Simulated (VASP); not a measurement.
HfGa2As2, 5 atoms in the cell. Symmetry: P6mm, No. 183, hexagonal system. Conventional cell: a = 4.657 Å, b = 4.657 Å, c = 5.410 Å, α = 90.00°, β = 90.00°, γ = 120.00°. Hf (site symmetry 6mm) has 6 As at 2.93 Å and 6 Ga at 3.14 Å within 3.9 Å. Ga (site symmetry 3m) has 2 As at 2.60 to 2.81 Å and 3 Ga at 2.69 Å and 3 Hf at 3.14 Å within 3.4 Å. Within 3.4 Å of As (site symmetry 3m) lie 2 Ga at 2.60 to 2.81 Å and 3 As at 2.69 Å and 3 Hf at 2.93 Å. The cell was generated, and may not be a known phase.

- Program: VASP 6.6.1
- Task: single point
- Functional: PBE
- Potentials or basis: VASP PAW PBE potentials, release 64 (Hf_pv, Ga_d, As)
- Cutoff: 520 eV
- k mesh: 6 × 6 × 2
- Occupations: gaussian, width 0.1 eV
- Spin: no spin polarisation
- Dipole correction: no
- Further INCAR settings: ALGO = Normal; EDIFF = 1e-06; NBANDS = 31

Potentials or basis: VASP PAW PBE potentials, release 64 (Hf_pv, Ga_d, As).

Run with:

```sh
$ cat potpaw_PBE.64/Hf_pv/POTCAR potpaw_PBE.64/Ga_d/POTCAR potpaw_PBE.64/As/POTCAR > POTCAR
$ mpirun -np 1 vasp_std > vasp.out
```

Hardware: 1 thread of Oxide Virtual Turin-like Processor (shared host).

**Question.** Estimate the wall time of this run.

**Answer.** Run time: 53 s on 1 thread of Oxide Virtual Turin-like Processor (shared host), peak memory 0.19 GiB. Counts: scf iterations 14, k points 14.
